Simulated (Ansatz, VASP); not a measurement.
**InP: VASP beside Ansatz**

```
In P
1.0
     0.00000    2.84545    2.84545
     2.84545    0.00000    2.84545
     2.84545    2.84545    0.00000
In P
1 1
Direct
  0.00000 0.00000 0.00000
  0.50000 0.50000 0.50000
```

Change from the starting cell: volume scaled by 0.99, crystal datasets.

Alike in both runs: task electric field gradients; functional PBE; k mesh 11 × 11 × 11; occupations fermi-dirac, width 0.03 eV; no spin polarisation.

```csv
,VASP,Ansatz
version,VASP 6.6.1,Ansatz 0.2.0
potentials or method,"VASP PAW PBE potentials, release 64 (In_d, P), cutoff 520 eV","all-electron PAW with datasets made for the crystal, scalar-relativistic"
```

|  | VASP | Ansatz | Ansatz less VASP |
| --- | --- | --- | --- |
| pressure (GPa) | -4.9 | -4.9 | +0.03 |

Ansatz ran all-electron here, and VASP with PAW potentials.
